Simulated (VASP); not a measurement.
# Ba3CoN3 (P6_3/m) in VASP: settings compared, part 2 of 2

VASP 6.6.1. Earlier steps stand in the parts before.

**3. Electric field gradients, PBE+U, collinear spin, antiferromagnetic start**

Input file INCAR:

```
PREC     = Accurate       # precision mode
ENCUT    = 520            # plane-wave cutoff, eV
EDIFF    = 1E-8           # SCF threshold, eV
ISMEAR   = -1             # smearing method
SIGMA    = 0.05           # smearing width, eV
LREAL    = F              # projectors in reciprocal space
LASPH    = T              # aspherical terms in the spheres
NELM     = 150            # most SCF steps
ALGO     = Normal         # electronic algorithm
ISIF     = 2              # what is computed and relaxed
LWAVE    = F              # write WAVECAR
LCHARG   = F              # write CHGCAR
ISPIN    = 2              # spin polarisation
MAGMOM   = 0 0 0 0 0 0 -4 4 0 0 0 0 0 0 # initial moments
LORBIT   = 11             # projections on sites
LMAXMIX  = 4              # l up to which the mixer works
LDAU     = T              # DFT+U
LDAUTYPE = 2            
LDAUL    = -1 2 -1        # shell
LDAUU    = 0 4.4 0        # U, eV
LDAUJ    = 0 0 0        
LDAUPRINT= 1            
GGA      = PE             # functional
LEFG     = T            
NBANDS   = 71             # bands
KPAR     = 4
```

Input file KPOINTS:

```
regular mesh
0
Gamma
  5 5 6
```

Input file POSCAR:

```
Ba3CoN3
1.0
    8.1085318833      0.0000000000      0.0000000000
   -4.0542659417      7.0221945984      0.0000000000
    0.0000000000      0.0000000000      5.6325270000
Ba Co N
6 2 6
Direct
    0.9187630100      0.6362260100      0.2500000000
    0.7174630000      0.0812369900      0.2500000000
    0.3637739900      0.2825370000      0.2500000000
    0.0812369900      0.3637739900      0.7500000000
    0.2825370000      0.9187630100      0.7500000000
    0.6362260100      0.7174630000      0.7500000000
    0.6666666667      0.3333333333      0.7500000000
    0.3333333333      0.6666666667      0.2500000000
    0.8723050100      0.5591070100      0.7500000000
    0.6868020000      0.1276949900      0.7500000000
    0.4408929900      0.3131980000      0.7500000000
    0.1276949900      0.4408929900      0.2500000000
    0.3131980000      0.8723050100      0.2500000000
    0.5591070100      0.6868020000      0.2500000000
```

Potentials or basis: VASP PAW PBE potentials, release 64 (Ba_sv, Co, N).

Command:

```sh
cat potpaw_PBE.64/Ba_sv/POTCAR potpaw_PBE.64/Co/POTCAR potpaw_PBE.64/N/POTCAR > POTCAR
mpirun -np 4 vasp_std > vasp.out
```

OUTCAR:

```text
PREC = Accurate
   ENCUT = 520
   EDIFF = 1E-8
   ISMEAR = -1
   LREAL = F
   LASPH = T
   NELM = 150
   ISIF = 2
   ISPIN = 2
   LORBIT = 11
   GGA = PE

 ion  position               nearest neighbor table
   1  0.919  0.636  0.250-  13 2.79  12 2.84   9 2.87   9 2.87  14 3.14   8 3.25   7 3.62   7 3.62
                             5 3.89   5 3.89   6 3.89   6 3.89   3 3.95   2 3.95   4 4.18   4 4.18
   2  0.717  0.081  0.250-  14 2.79  13 2.84  10 2.87  10 2.87  12 3.14   8 3.25   7 3.62   7 3.62
                             4 3.89   4 3.89   6 3.89   6 3.89   3 3.95   1 3.95   5 4.18   5 4.18
   3  0.364  0.283  0.250-  12 2.79  14 2.84  11 2.87  11 2.87  13 3.14   8 3.25   7 3.62   7 3.62
                             4 3.89   4 3.89   5 3.89   5 3.89   1 3.95   2 3.95   6 4.18   6 4.18
   4  0.081  0.364  0.750-  10 2.79   9 2.84  12 2.87  12 2.87  11 3.14   7 3.25   8 3.62   8 3.62
                             2 3.89   2 3.89   3 3.89   3 3.89   6 3.95   5 3.95   1 4.18   1 4.18
   5  0.283  0.919  0.750-  11 2.79  10 2.84  13 2.87  13 2.87   9 3.14   7 3.25   8 3.62   8 3.62
                             1 3.89   1 3.89   3 3.89   3 3.89   6 3.95   4 3.95   2 4.18   2 4.18
   6  0.636  0.717  0.750-   9 2.79  11 2.84  14 2.87  14 2.87  10 3.14   7 3.25   8 3.62   8 3.62
                             1 3.89   1 3.89   2 3.89   2 3.89   4 3.95   5 3.95   3 4.18   3 4.18
   7  0.667  0.333  0.750-  10 1.75   9 1.75  11 1.75   4 3.25   5 3.25   6 3.25   2 3.62   2 3.62
                             1 3.62   1 3.62   3 3.62   3 3.62
   8  0.333  0.667  0.250-  13 1.75  12 1.75  14 1.75   1 3.25   2 3.25   3 3.25   5 3.62   5 3.62
                             4 3.62   4 3.62   6 3.62   6 3.62
   9  0.872  0.559  0.750-   7 1.75   6 2.79   4 2.84   1 2.87   1 2.87   5 3.14
  10  0.687  0.128  0.750-   7 1.75   4 2.79   5 2.84   2 2.87   2 2.87   6 3.14
  11  0.441  0.313  0.750-   7 1.75   5 2.79   6 2.84   3 2.87   3 2.87   4 3.14
  12  0.128  0.441  0.250-   8 1.75   3 2.79   1 2.84   4 2.87   4 2.87   2 3.14
  13  0.313  0.872  0.250-   8 1.75   1 2.79   2 2.84   5 2.87   5 2.87   3 3.14
[... 3162 lines left out ...]
   4       0.378       0.081       1.000
   5       0.378       0.081       1.000
   6       0.378       0.081       1.000
   7       0.293       0.000       1.000
   8       0.293       0.000       1.000
   9      -0.012       0.887       1.000
  10      -0.012       0.888       1.000
  11      -0.012       0.888       1.000
  12      -0.012       0.887       1.000
  13      -0.012       0.888       1.000
  14      -0.012       0.888       1.000
----------------------------------------------------------------------

 total charge

# of ion       s       p       d       tot
------------------------------------------
    1        2.020   5.591   0.372   7.983
    2        2.020   5.591   0.372   7.983
    3        2.020   5.591   0.372   7.983
    4        2.020   5.591   0.372   7.983
    5        2.020   5.591   0.372   7.983
    6        2.020   5.591   0.372   7.983
    7        0.590   0.805   7.308   8.703
    8        0.590   0.805   7.308   8.703
    9        1.271   2.330   0.000   3.601
   10        1.271   2.330   0.000   3.601
   11        1.271   2.330   0.000   3.601
   12        1.271   2.330   0.000   3.601
   13        1.271   2.330   0.000   3.601
   14        1.271   2.330   0.000   3.601
--------------------------------------------------
tot         20.928  49.133  16.850  86.911

 magnetization (x)

# of ion       s       p       d       tot
------------------------------------------
    1        0.006  -0.002   0.016   0.020
    2        0.006  -0.002   0.016   0.020
    3        0.006  -0.002   0.016   0.020
    4       -0.006   0.002  -0.016  -0.020
    5       -0.006   0.002  -0.016  -0.020
    6       -0.006   0.002  -0.016  -0.020
    7       -0.007  -0.049  -2.229  -2.285
    8        0.007   0.049   2.229   2.285
    9       -0.007  -0.169   0.000  -0.176
   10       -0.007  -0.169   0.000  -0.176
   11       -0.007  -0.169   0.000  -0.176
   12        0.007   0.169   0.000   0.176
   13        0.007   0.169   0.000   0.176
   14        0.007   0.169   0.000   0.176
--------------------------------------------------
tot          0.000   0.000   0.000   0.000
```

OSZICAR:

```text
N       E                     dE             d eps       ncg     rms          rms(c)
DAV:   1     0.102282506111E+04    0.10228E+04   -0.47027E+04  5680   0.142E+03
DAV:   2     0.576115997570E+02   -0.96521E+03   -0.90851E+03  6208   0.341E+02
DAV:   3    -0.930077257968E+02   -0.15062E+03   -0.14690E+03  7586   0.147E+02
[... 15 lines left out ...]
DAV:  19    -0.748100745722E+02   -0.24215E-05   -0.72423E-06  7592   0.169E-02    0.499E-03
DAV:  20    -0.748100746431E+02   -0.70980E-07   -0.18423E-06  7080   0.583E-03    0.250E-03
DAV:  21    -0.748100746435E+02   -0.39654E-09   -0.20701E-07  7920   0.234E-03    0.104E-03
DAV:  22    -0.748100746716E+02   -0.28104E-07   -0.14459E-08  4968   0.752E-04    0.379E-04
DAV:  23    -0.748100747049E+02   -0.33257E-07   -0.54627E-09  3704   0.431E-04    0.151E-04
DAV:  24    -0.748100747050E+02   -0.73669E-10   -0.15173E-09  3680   0.273E-04
   1 F= -.74810075E+02 E0= -.74796840E+02  d E =-.264688E-01  mag=     0.0000
```

stdout:

```text
POSCAR found type information on POSCAR BaCoN
 POSCAR found :  3 types and      14 ions
 scaLAPACK will be used
 LDA part: xc-table for (Slater+PW92), standard interpolation
 POSCAR, INCAR and KPOINTS ok, starting setup
 FFT: planning ... GRIDC
 FFT: planning ... GRID_SOFT
 FFT: planning ... GRID
 WAVECAR not read
 entering main loop
ion   1

ion   2

ion   3

ion   4

ion   5

ion   6

ion   7

ion   8

ion   9

ion  10

ion  11

ion  12

ion  13

ion  14
```

Run time: 4.9 min. Hardware: 4 MPI ranks of Intel Xeon 6975P-C (Granite Rapids), shared host; peak memory 0.92 GiB.

What came out:

```
Free energy                                           : -74.8101 eV
Pressure                                              : 1.3 GPa
Largest force                                         : 0.947 eV/Å
Band gap on the k mesh                                : zero (filled and empty bands overlap)
Net moment                                            : 0.00 μB per cell
Site moments                                          : Ba +0.02, -0.02 (each value once); Co -2.29, +2.29; N -0.18, +0.18 (each value once) μB
Largest electric field gradient by atom               : Ba +156.5; Co +121.3; N -4.8 V/Å²
Valence electrons inside the program's atomic spheres : Ba 7.98; Co 8.70; N 3.60
```

Forces in eV/Å, atoms in the order of the input:
```
Ba   0.311 -0.002  0.000
Ba  -0.157 -0.268  0.000
Ba  -0.153  0.270  0.000
Ba  -0.311  0.002  0.000
Ba   0.157  0.268  0.000
Ba   0.153 -0.270  0.000
Co   0.000  0.000  0.000
Co   0.000  0.000  0.000
N    0.361  0.875  0.000
N    0.578 -0.750  0.000
N   -0.938 -0.126  0.000
N   -0.361 -0.875  0.000
N   -0.578  0.750  0.000
N    0.938  0.126  0.000
```

Electric field gradients, principal values (V/Å²):
```
atom    least   middle  greatest (by size)
1 Ba  -71.891  -84.576             156.468
2 Ba  -71.891  -84.577             156.468
3 Ba  -71.891  -84.576             156.467
4 Ba  -71.891  -84.576             156.468
5 Ba  -71.891  -84.577             156.468
6 Ba  -71.891  -84.576             156.467
7 Co  -60.670  -60.679             121.350
8 Co  -60.670  -60.679             121.350
 9 N    0.270    4.524              -4.794
10 N    0.268    4.526              -4.794
11 N    0.270    4.525              -4.794
12 N    0.270    4.524              -4.794
13 N    0.268    4.526              -4.794
14 N    0.270    4.525              -4.794
```

Eigenvalues of the final occupation matrices:
| site | spin | trace | eigenvalues |
| --- | --- | --- | --- |
| site 7 d | 1 | 2.56 | 0.28 0.28 0.55 0.55 0.88 |
| site 7 d | 2 | 4.79 | 0.92 0.95 0.95 0.98 0.98 |
| site 8 d | 1 | 4.79 | 0.92 0.95 0.95 0.98 0.98 |
| site 8 d | 2 | 2.56 | 0.28 0.28 0.55 0.55 0.88 |

Caveat: the antiferromagnetic order is the one typed at the start, and another may lie lower; without QUAD_EFG the Cq values of the log hold for a quadrupole moment of 1 mb, not for the nuclei; spin-orbit coupling is left out, which moves the levels of the heavy elements.
